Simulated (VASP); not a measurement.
# In3Sb (Pm-3m) in VASP: notebook, part 2 of 2

VASP 6.6.1. Earlier steps stand in the parts before.

### Step 3. Single point, PBEsol

This run uses another cell than the first one, of 20.65 Å³/atom, 1.066 times its volume.

INCAR

```
PREC = Accurate ; ENCUT = 520
EDIFF = 1E-6 ; ISMEAR = 0
SIGMA = 0.01 ; LREAL = F
LASPH = T ; NELM = 100
ALGO = Normal ; ISIF = 2
LWAVE = F ; LCHARG = F
GGA = PS ; NBANDS = 30
```

KPOINTS

```
Automatic mesh
0
Gamma
  5 5 5
```

POSCAR

```
In3Sb
1.0
    4.3552021144      0.0000000000      0.0000000000
    0.0000000000      4.3552021144      0.0000000000
    0.0000000000      0.0000000000      4.3552021144
Sb In
1 3
Direct
    0.0000000000      0.0000000000      0.0000000000
    0.0000000000      0.5000000000      0.5000000000
    0.5000000000      0.0000000000      0.5000000000
    0.5000000000      0.5000000000      0.0000000000
```

Potentials or basis: VASP PAW PBE potentials, release 64 (Sb, In_d).

Run with:

```bash
$ cat potpaw_PBE.64/Sb/POTCAR potpaw_PBE.64/In_d/POTCAR > POTCAR
$ mpirun -np 1 vasp_std > vasp.out
```

OUTCAR:

```text
PREC = Accurate
   ENCUT = 520
   EDIFF = 1E-6
   ISMEAR = 0
   LREAL = F
   LASPH = T
   NELM = 100
   ISIF = 2
   GGA = PS

 ion  position               nearest neighbor table
   1  0.000  0.000  0.000-   2 3.08   3 3.08   4 3.08   2 3.08   3 3.08   2 3.08   4 3.08   2 3.08
                             3 3.08   4 3.08   3 3.08   4 3.08
   2  0.000  0.500  0.500-   1 3.08   3 3.08   4 3.08   1 3.08   4 3.08   1 3.08   3 3.08   1 3.08
                             3 3.08   4 3.08   4 3.08   3 3.08
   3  0.500  0.000  0.500-   1 3.08   2 3.08   4 3.08   1 3.08   4 3.08   2 3.08   4 3.08   4 3.08
                             1 3.08   2 3.08   1 3.08   2 3.08
   4  0.500  0.500  0.000-   1 3.08   2 3.08   3 3.08   2 3.08   3 3.08   1 3.08   3 3.08   3 3.08
                             1 3.08   2 3.08   2 3.08   1 3.08

  LATTYP: Found a simple cubic cell.
 ALAT       =     4.3552021144

  Lattice vectors:

 A1 = (   4.3552021144,   0.0000000000,   0.0000000000)
 A2 = (   0.0000000000,   4.3552021144,   0.0000000000)
 A3 = (   0.0000000000,   0.0000000000,   4.3552021144)

Analysis of symmetry for initial positions (statically):
=====================================================================
 Subroutine PRICEL returns:
 Original cell was already a primitive cell.

 Routine SETGRP: Setting up the symmetry group for a
 simple cubic supercell.

 Subroutine GETGRP returns: Found 48 space group operations
 (whereof 48 operations were pure point group operations)
 out of a pool of 48 trial point group operations.

The static configuration has the point symmetry O_h .

Analysis of symmetry for dynamics (positions and initial velocities):
=====================================================================
 Subroutine PRICEL returns:
 Original cell was already a primitive cell.

 Routine SETGRP: Setting up the symmetry group for a
 simple cubic supercell.

 Subroutine GETGRP returns: Found 48 space group operations
 (whereof 48 operations were pure point group operations)
[... 110 lines left out ...]
     AMIX     =   0.40;   BMIX     =  1.00
     AMIX_MAG =   1.60;   BMIX_MAG =  1.00
  volume/ion in A,a.u.               =      20.65       139.37
  Fermi-wavevector in a.u.,A,eV,Ry     =   1.327040  2.507742 23.960345  1.761036
  Thomas-Fermi vector in A             =   2.456382
   LORBIT       =      0    0 simple, 1 ext, 2 COOP (PROOUT), +10 PAW based schemes
   GGA     = PS    functional components
   LHFCALC =     F    Hartree Fock is set to
   AEXX    =    0.0000 exact exchange contribution
   IVDW    =     0    specifies the selected vdW correction
   LEPSILON=     F    determine dielectric tensor
   LRPA    =     F    only Hartree local field effects (RPA)
 non-spin polarized calculation
 Gauss-broadening in eV      SIGMA  =   0.01
  energy-cutoff  :      520.00
  volume of cell :       82.61
 maximum number of plane-waves:      2257
   NGX = 17   NGY = 17   NGZ = 17

 number of electron      43.9999969 magnetization

 Free energy of the ion-electron system (eV)
  ---------------------------------------------------
  ext. energy  EPLUGINS =         0.00000000
  ---------------------------------------------------
  free energy    TOTEN  =       -12.05062903 eV

  energy without entropy =      -12.04962903  energy(sigma->0) =      -12.05012903

 E-fermi :  10.9897     XC(G=0): -11.5693

 val. band max:       10.9683127885   @ k =   0.4000   0.2000   0.0000
 cond. band min:      10.9927030422   @ k =   0.4000   0.4000   0.2000
 fundamental gap:      0.0243902537
 Fermi energy:        10.9896817373

 k-point     1 :       0.0000    0.0000    0.0000
  band No.  band energies     occupation
      1      -4.4128      2.00000
      2      -4.3334      2.00000
      3      -4.3334      2.00000
      4      -4.3334      2.00000
      5      -4.1166      2.00000
      6      -4.1166      2.00000
[... 319 lines left out ...]
     29      19.6150      0.00000
     30      20.4126      0.00000

------------------------ aborting loop because EDIFF is reached ----------------------------------------

  FORCE on cell =-STRESS in cart. coord.  units (eV):
  Direction    XX          YY          ZZ          XY          YZ          ZX
  --------------------------------------------------------------------------------------
  -------------------------------------------------------------------------------------
  Total       10.3551861     10.3551861     10.3551861      0.0000000      0.0000000     -0.0000000
  in kB      200.8369183    200.8369183    200.8369183      0.0000000      0.0000000     -0.0000000
  external PRESSURE =     200.8369183 kB  Pullay stress =       0.0000000 kB

 VOLUME and BASIS-vectors are now :
 -----------------------------------------------------------------------------
  energy-cutoff  :      520.00
  volume of cell :       82.61
      direct lattice vectors                 reciprocal lattice vectors
     4.355202114  0.000000000  0.000000000     0.229610469  0.000000000  0.000000000
     0.000000000  4.355202114  0.000000000     0.000000000  0.229610469  0.000000000
     0.000000000  0.000000000  4.355202114     0.000000000  0.000000000  0.229610469

 POSITION                                       TOTAL-FORCE (eV/Angst)
 -----------------------------------------------------------------------------------
      0.00000      0.00000      0.00000         0.000000      0.000000      0.000000
      0.00000      2.17760      2.17760         0.000000      0.000000      0.000000
      2.17760      0.00000      2.17760         0.000000      0.000000      0.000000
      2.17760      2.17760      0.00000         0.000000      0.000000      0.000000
 -----------------------------------------------------------------------------------
    total drift:                                0.000000     -0.000000     -0.000000

  FREE ENERGIE OF THE ION-ELECTRON SYSTEM (eV)
  ---------------------------------------------------
  free  energy   TOTEN  =       -12.0506290317 eV

  energy  without entropy=      -12.0496290289  energy(sigma->0) =      -12.05012903
```

Wall time 13 s (1 thread of AMD EPYC 7R13 (Zen 3), shared host); peak memory 0.15 GiB.

What came out:

| Item | Value |
| --- | --- |
| Free energy | -12.0506 eV |
| Pressure | 20.1 GPa |
| Band gap on the k mesh | zero (band 22 reaches 11.85 eV, above the bottom of band 23 at 8.62 eV) |

Caveat: the PAW data sets were made with another functional, which shifts forces and pressure a little; spin-orbit coupling is left out, which moves the levels of the heavy elements.

### Step 4. Single point, PBEsol

This run uses another cell than the first one, of 22.77 Å³/atom, 1.175 times its volume.

INCAR

```
  PREC = Accurate
  ENCUT = 520
  EDIFF = 1E-7
  ISMEAR = 0
  SIGMA = 0.01
  LREAL = False
  LASPH = True
  NELM = 100
  ALGO = Normal
  ISIF = 2
  LWAVE = False
  LCHARG = True
  GGA = PS
  LELF = True
  LVHAR = True
  NBANDS = 30
```

KPOINTS

```
regular mesh
0
Gamma
  5 5 5
```

POSCAR

```
In3Sb
1.0
    4.4993701538      0.0000000000      0.0000000000
    0.0000000000      4.4993701538      0.0000000000
    0.0000000000      0.0000000000      4.4993701538
Sb In
1 3
Direct
    0.0000000000      0.0000000000      0.0000000000
    0.0000000000      0.5000000000      0.5000000000
    0.5000000000      0.0000000000      0.5000000000
    0.5000000000      0.5000000000      0.0000000000
```

Run with:

```bash
$ cat potpaw_PBE.64/Sb/POTCAR potpaw_PBE.64/In_d/POTCAR > POTCAR
$ mpirun -np 1 vasp_std > vasp.out
```

Run time: 21 s. Hardware: 1 thread of AMD EPYC 7R13 (Zen 3), shared host; peak memory 0.18 GiB.

It converged, with:

```
Free energy            : -12.8399 eV
Pressure               : 10.0 GPa
Band gap on the k mesh : zero (band 22 reaches 10.19 eV, above the bottom of band 23 at 7.35 eV)
```

Levels at points of the mesh, in eV from the Fermi level:
```csv
k point,band 18,band 19,band 20,band 21,band 22,band 23,band 24,band 25,band 26,band 27
"(0.00, 0.00, 0.00)",-3.90,-3.90,-3.90,-2.27,-2.27,2.41,2.41,2.41,4.00,4.00
```

Caveat: the PAW data sets were made with another functional, which shifts forces and pressure a little; spin-orbit coupling is left out, which moves the levels of the heavy elements.

### Step 5. Summary

| cell | gap on the mesh (eV) | pressure (GPa) |
| --- | --- | --- |
| a = 4.264 Å, 4 atoms | none | 30.1 |
| a = 4.355 Å, 4 atoms | none | 20.1 |
| a = 4.499 Å, 4 atoms | none | 10.0 |

Alike in all rows: task single point; level PBEsol; potentials or basis VASP PAW PBE potentials, release 64 (Sb, In_d); no spin polarisation; k mesh 5 × 5 × 5; cutoff (eV) 520; smearing gaussian 0.01 eV.

Caveats: the PAW data sets were made with another functional, which shifts forces and pressure a little; spin-orbit coupling is left out, which moves the levels of the heavy elements.

Absolute energies hang on the potentials; compare differences alone.
